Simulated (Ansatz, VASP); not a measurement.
Si3As2 in VASP and in Ansatz

```
Si As
1.0
     3.97075    0.00000    0.00000
    -1.98537    3.43877    0.00000
     0.00000    0.00000    6.17784
Si As
3 2
Cartesian
  0.0000 0.0000 0.0000
  0.0000 2.2925 3.9847
  1.9854 1.1463 2.1931
  0.0000 2.2925 1.5136
  1.9854 1.1463 4.6643
```

Alike in both runs: task single point; functional r2SCAN; k mesh 6 × 6 × 4; occupations gaussian, width 0.1 eV; no spin polarisation.

```csv
,VASP,Ansatz
version,VASP 6.6.1,Ansatz 0.2.0
potentials or method,"VASP PAW PBE potentials, release 64 (Si, As), cutoff 520 eV","scalar-relativistic, plane waves, PAW"
valence electrons in the cell,22,42
```

Ansatz gave:

* gap on the k mesh at the Fermi level (eV): none
* pressure (GPa): 14.1
* traceless stress, the component that is largest in VASP (GPa): -6.17
* rms of the force components (eV/Å): 0.465

Question: What did VASP give for the same quantities?

Answer: gap on the k mesh at the Fermi level (eV): none; pressure (GPa): 14.4; traceless stress, the component that is largest in VASP (GPa): -6.14; rms of the force components (eV/Å): 0.473.

VASP's potentials were made for PBE, not for r2SCAN. Atom by atom the forces differ by 0.009 eV/Å (rms over components). A gap of «none» marks a metal or a gap that the smearing closes. The functional is the same, so the differences come from potentials, cutoffs and numerics. VASP's potentials hold 22 valence electrons a cell and Ansatz's 42, so a difference there can come from the potentials and not from the codes.
